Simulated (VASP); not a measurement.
# Cu (I4/mmm) in VASP: single point with LDA

Aim: the single point of Cu with LDA.

Everything below comes from runs of VASP 6.6.1. Logs are shortened: lines on timing, memory, paths and dates and some standing lists are left out, and cuts for length are marked.

### 1 The cell of the first run

Symmetry: I4/mmm, No. 139, tetragonal system. The conventional cell has a = 2.795 Å, b = 2.795 Å, c = 2.933 Å, α = 90.00°, β = 90.00°, γ = 90.00°. Cu (site symmetry 4/mmm) has 14 Cu at 2.46 to 2.93 Å within 3.2 Å.

### 2 Single point, LDA

Contents of INCAR:

```
  PREC = Accurate
  ENCUT = 520
  EDIFF = 1E-7
  ISMEAR = 0
  SIGMA = 0.15
  LREAL = F
  LASPH = T
  NELM = 100
  ALGO = Fast
  ISIF = 2
  LWAVE = F
  LCHARG = F
  GGA = CA
  NBANDS = 12
```

Contents of KPOINTS:

```
Automatic mesh
0
Gamma
  26 26 26
```

Contents of POSCAR:

```
Cu
1.0
   -1.3976761718      1.3976761718      1.4663554711
    1.3976761718     -1.3976761718      1.4663554711
    1.3976761718      1.3976761718     -1.4663554711
Cu
1
Direct
    0.0000000000      0.0000000000      0.0000000000
```

Potentials or basis: VASP PAW LDA potentials, release 64 (Cu).

The run is started by

```sh
$ cat potpaw_LDA.64/Cu/POTCAR > POTCAR
$ mpirun -np 1 vasp_std > vasp.out
```

OUTCAR:

```text
PREC = Accurate
   ENCUT = 520
   EDIFF = 1E-7
   ISMEAR = 0
   LREAL = F
   LASPH = T
   NELM = 100
   ISIF = 2
   GGA = CA

 ion  position               nearest neighbor table
   1  0.000  0.000  0.000-

  LATTYP: Found a body centered tetragonal cell.
 ALAT       =     2.7953523436
 C/A-ratio  =     1.0491382057

  Lattice vectors:

 A1 = (  -1.3976761718,   1.3976761718,   1.4663554711)
 A2 = (   1.3976761718,  -1.3976761718,   1.4663554711)
 A3 = (   1.3976761718,   1.3976761718,  -1.4663554711)

Analysis of symmetry for initial positions (statically):
=====================================================================
 Subroutine PRICEL returns:
 Original cell was already a primitive cell.

 Routine SETGRP: Setting up the symmetry group for a
 body centered tetragonal supercell.

 Subroutine GETGRP returns: Found 16 space group operations
 (whereof 16 operations were pure point group operations)
 out of a pool of 16 trial point group operations.

The static configuration has the point symmetry D_4h.

Analysis of symmetry for dynamics (positions and initial velocities):
=====================================================================
 Subroutine PRICEL returns:
 Original cell was already a primitive cell.

 Routine SETGRP: Setting up the symmetry group for a
 body centered tetragonal supercell.

 Subroutine GETGRP returns: Found 16 space group operations
 (whereof 16 operations were pure point group operations)
 out of a pool of 16 trial point group operations.

The dynamic configuration has the point symmetry D_4h.

 Subroutine INISYM returns: Found 16 space group operations
 (whereof 16 operations are pure point group operations),
 and found     1 'primitive' translations

----------------------------------------------------------------------------------------

                                     Primitive cell

  volume of cell :      11.4581

  direct lattice vectors                    reciprocal lattice vectors
    -1.397676172  1.397676172  1.466355471     0.000000000  0.357736656  0.340981440
     1.397676172 -1.397676172  1.466355471     0.357736656  0.000000000  0.340981440
     1.397676172  1.397676172 -1.466355471     0.357736656  0.357736656  0.000000000

  length of vectors
     2.461137081  2.461137081  2.461137081     0.494210337  0.494210337  0.505916031

  position of ions in fractional coordinates (direct lattice)
     0.000000000  0.000000000  0.000000000

  ion indices of the primitive-cell ions
[... 81 lines left out ...]
   ISYM   =      2    0-nonsym 1-usesym 2-fastsym
   POTIM  = 0.5000    time-step for ionic-motion
   TEBEG  =    0.0;   TEEND  =   0.0 temperature during run
   PSTRESS=    0.0 pullay stress
   NELECT =      11.0000    total number of electrons
   NUPDOWN=      -1.0000    fix difference up-down
   EMIN   =  10.00;   EMAX   =-10.00  energy-range for DOS
   EFERMI =   0.00;   METHOD = LEGACY
   ISMEAR =     0;   SIGMA  =   0.15  broadening in eV -4-tet -1-fermi 0-gaus
   EFERMI_NEDOS =   21; number of points for ismear=-14 and -15
   IALGO  =     68    algorithm
   IMIX   =      4    mixing-type and parameters
     AMIX     =   0.40;   BMIX     =  1.00
     AMIX_MAG =   1.60;   BMIX_MAG =  1.00
  volume/ion in A,a.u.               =      11.46        77.32
  Fermi-wavevector in a.u.,A,eV,Ry     =   1.614984  3.051878 35.486359  2.608174
  Thomas-Fermi vector in A             =   2.709805
   LORBIT       =      0    0 simple, 1 ext, 2 COOP (PROOUT), +10 PAW based schemes
   GGA     = CA    functional components
   LHFCALC =     F    Hartree Fock is set to
   AEXX    =    0.0000 exact exchange contribution
   IVDW    =     0    specifies the selected vdW correction
   LEPSILON=     F    determine dielectric tensor
   LRPA    =     F    only Hartree local field effects (RPA)
 non-spin polarized calculation
 RMM-DIIS sequential band-by-band and
 Gauss-broadening in eV      SIGMA  =   0.15
  energy-cutoff  :      520.00
  volume of cell :       11.46
 maximum number of plane-waves:       329
   NGX =  9   NGY =  9   NGZ =  9

 number of electron      10.9999992 magnetization

 Free energy of the ion-electron system (eV)
  ---------------------------------------------------
  ext. energy  EPLUGINS =         0.00000000
  ---------------------------------------------------
  free energy    TOTEN  =        -4.65965943 eV

  energy without entropy =       -4.65564496  energy(sigma->0) =       -4.65765219

 E-fermi :   7.7263     XC(G=0): -13.2818

 val. band max:        7.7259601944   @ k =  -0.1923   0.3846   0.1923
 cond. band min:       7.7309541074   @ k =   0.5000   0.1538   0.1154
 fundamental gap:      0.0049939130
 Fermi energy:         7.7262783604

 k-point     1 :       0.0000    0.0000    0.0000
  band No.  band energies     occupation
      1      -1.8513      2.00000
      2       4.4197      2.00000
      3       4.4197      2.00000
      4       4.6055      2.00000
      5       5.4458      2.00000
      6       5.6386      2.00000
      7      32.4923      0.00000
      8      33.3771      0.00000
      9      33.3771      0.00000
     10      35.8800      0.00000
     11      36.7879      0.00000
     12      37.6802      0.00000
[... 331 lines left out ...]
 k-point    24 :       0.3846    0.0385   -0.0000
  band No.  band energies     occupation
      1       2.3117      2.00000
      2       3.8783      2.00000
      3       5.3164      2.00000
      4       5.4310      2.00000
      5       5.7619      2.00000
      6       6.3057      2.00000
      7      14.2946      0.00000
      8      25.6197      0.00000
      9      26.4590      0.00000
     10      30.5535      0.00000
     11      33.3727      0.00000
     12      40.9184      0.00000

 [... further k-points ...]

------------------------ aborting loop because EDIFF is reached ----------------------------------------

  FORCE on cell =-STRESS in cart. coord.  units (eV):
  Direction    XX          YY          ZZ          XY          YZ          ZX
  --------------------------------------------------------------------------------------
  -------------------------------------------------------------------------------------
  Total       -0.5126169     -0.5126169     -0.4518925      0.0000000      0.0000000      0.0000000
  in kB      -71.6788651    -71.6788651    -63.1878159      0.0000000      0.0000000      0.0000000
  external PRESSURE =     -68.8485154 kB  Pullay stress =       0.0000000 kB

 VOLUME and BASIS-vectors are now :
 -----------------------------------------------------------------------------
  energy-cutoff  :      520.00
  volume of cell :       11.46
      direct lattice vectors                 reciprocal lattice vectors
    -1.397676172  1.397676172  1.466355471     0.000000000  0.357736656  0.340981440
     1.397676172 -1.397676172  1.466355471     0.357736656  0.000000000  0.340981440
     1.397676172  1.397676172 -1.466355471     0.357736656  0.357736656  0.000000000

 POSITION                                       TOTAL-FORCE (eV/Angst)
 -----------------------------------------------------------------------------------
      0.00000      0.00000      0.00000         0.000000      0.000000      0.000000
 -----------------------------------------------------------------------------------
    total drift:                                0.000000      0.000000      0.000000

  FREE ENERGIE OF THE ION-ELECTRON SYSTEM (eV)
  ---------------------------------------------------
  free  energy   TOTEN  =        -4.6596594251 eV

  energy  without entropy=       -4.6556449571  energy(sigma->0) =       -4.65765219
```

stdout:

```text
POSCAR found type information on POSCAR Cu
 POSCAR found :  1 types and       1 ions
 scaLAPACK will be used
 LDA part: xc-table for (Slater(with rela. corr.)+CA(PZ))
 , standard interpolation
 POSCAR, INCAR and KPOINTS ok, starting setup
 FFT: planning ... GRIDC
 FFT: planning ... GRID_SOFT
 FFT: planning ... GRID
 WAVECAR not read
 entering main loop
WARNING in EDDRMM: call to ZHEGV failed, returncode =   8  4     11
WARNING in EDDRMM: call to ZHEGV failed, returncode =   6  3     10
WARNING in EDDRMM: call to ZHEGV failed, returncode =   6  3     11
WARNING in EDDRMM: call to ZHEGV failed, returncode =   6  3      8
WARNING in EDDRMM: call to ZHEGV failed, returncode =   6  3      9
WARNING in EDDRMM: call to ZHEGV failed, returncode =   6  3      8
WARNING in EDDRMM: call to ZHEGV failed, returncode =   6  3     11
WARNING in EDDRMM: call to ZHEGV failed, returncode =   8  4     12
WARNING in EDDRMM: call to ZHEGV failed, returncode =   6  3      9
WARNING in EDDRMM: call to ZHEGV failed, returncode =   6  3     10
WARNING in EDDRMM: call to ZHEGV failed, returncode =   6  3     12
WARNING in EDDRMM: call to ZHEGV failed, returncode =   6  3     11
WARNING in EDDRMM: call to ZHEGV failed, returncode =   6  3      9
WARNING in EDDRMM: call to ZHEGV failed, returncode =   6  3      9
WARNING in EDDRMM: call to ZHEGV failed, returncode =   6  3      9
WARNING in EDDRMM: call to ZHEGV failed, returncode =   6  3      8
WARNING in EDDRMM: call to ZHEGV failed, returncode =   6  3      9
WARNING in EDDRMM: call to ZHEGV failed, returncode =   6  3      9
WARNING in EDDRMM: call to ZHEGV failed, returncode =   6  3      9
WARNING in EDDRMM: call to ZHEGV failed, returncode =   6  3     10
```

Run time: 1.7 min. Hardware: 1 thread of Intel Xeon Platinum 8488C (Sapphire Rapids), shared host; peak memory 0.27 GiB.

What came out:

```yaml
Free_energy: -4.6597 eV
Pressure: -6.9 GPa
Band_gap_on_the_k_mesh: zero (an odd number of electrons rules out a gap without spin polarisation)
```

Levels at points of the mesh, in eV from the Fermi level:
| k point | band 2 | band 3 | band 4 | band 5 | band 6 | band 7 | band 8 | band 9 | band 10 | band 11 |
| --- | --- | --- | --- | --- | --- | --- | --- | --- | --- | --- |
| (0.00, 0.00, 0.00) | -3.31 | -3.31 | -3.12 | -2.28 | -2.09 | 24.77 | 25.65 | 25.65 | 28.15 | 29.06 |
| (0.50, 0.00, 0.00) | -3.91 | -2.33 | -2.05 | -1.43 | -0.76 | 4.32 | 18.20 | 18.27 | 22.17 | 25.16 |
| (0.50, 0.50, 0.00) | -4.15 | -2.09 | -2.00 | -1.39 | -0.40 | 4.84 | 16.88 | 16.95 | 21.03 | 24.08 |
| (0.50, 0.50, 0.50) | -4.80 | -1.62 | -1.57 | -1.57 | 7.09 | 8.89 | 8.89 | 13.21 | 14.43 | 16.58 |

Caveat: the cell stands under tension.
